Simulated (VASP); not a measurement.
Wanted: the native input for a VASP 6.6.1 run.

| Item | Value |
| --- | --- |
| Task | relaxation of cell and atoms |
| Functional | PBE |
| Potentials or basis | VASP PAW PBE potentials, release 64 (Cd, Se) |
| Cutoff | 600 eV |
| k mesh | 6 × 6 × 2 |
| Occupations | gaussian, width 0.1 eV |
| Spin | no spin polarisation |
| Dipole correction | no |
| Further INCAR settings | ALGO = Normal; EDIFF = 1e-06; IBRION = 2; EDIFFG = -0.04; NSW = 90; ISIF = 3 |

The structure of CdSe lies in POSCAR:

```
CdSe
1.0
    4.1673204800      0.0000000000      0.0000000000
   -2.0836602400      3.6090054000      0.0000000000
    0.0000000000      0.0000000000      9.1265661400
Cd Se
3 3
Direct
    0.0000000000      0.5000000000      0.1666666700
    0.5000000000      0.5000000000      0.8333333300
    0.5000000000      0.0000000000      0.5000000000
    0.5000000000      0.5000000000      0.3333333300
    0.5000000000      0.0000000000      0.0000000000
    0.0000000000      0.5000000000      0.6666666700
```

The cell was generated, and may not be a known phase.

The input as run:

INCAR

```
SYSTEM = CdSe
PREC = Accurate ; ENCUT = 600
EDIFF = 1E-6 ; ISMEAR = 0
SIGMA = 0.1 ; LREAL = .FALSE.
LASPH = .TRUE. ; NELM = 80
ALGO = Normal ; ISIF = 3
LWAVE = .FALSE. ; LCHARG = .FALSE.
GGA = PE ; IBRION = 2
NSW = 90 ; EDIFFG = -0.04
```

KPOINTS

```
Automatic mesh
0
G
  6 6 2
  0 0 0
```

Potentials or basis: VASP PAW PBE potentials, release 64 (Cd, Se).

Run with:

```console
$ cat potpaw_PBE.64/Cd/POTCAR potpaw_PBE.64/Se/POTCAR > POTCAR
$ mpirun -np 1 vasp_std > vasp.out
```

Results of the run:

| Quantity | Value |
| --- | --- |
| Relaxed volume | 26.64 Å³/atom |
| Relaxed cell | a = 4.305 Å, b = 4.305 Å, c = 9.958 Å, α = 90.00°, β = 90.00°, γ = 120.00° |
| Space group after relaxing (to 0.1 Å) | P6_222 (No. 180) |
| Energy gained by relaxing | 119.2 meV/atom |
| Ionic steps | 6 |
| Pressure after relaxing | -0.1 GPa |
| Band gap on the k mesh | zero (bands 27 and 28 overlap by 0.11 eV) |

Caveat: the volume moved by over 15 % at a fixed basis, so the end points are rough; semilocal functionals underestimate gaps, and a narrow one can read as zero.

Run time: 8.5 min on 1 thread of Intel Xeon 8259CL (shared host), peak memory 0.36 GiB.
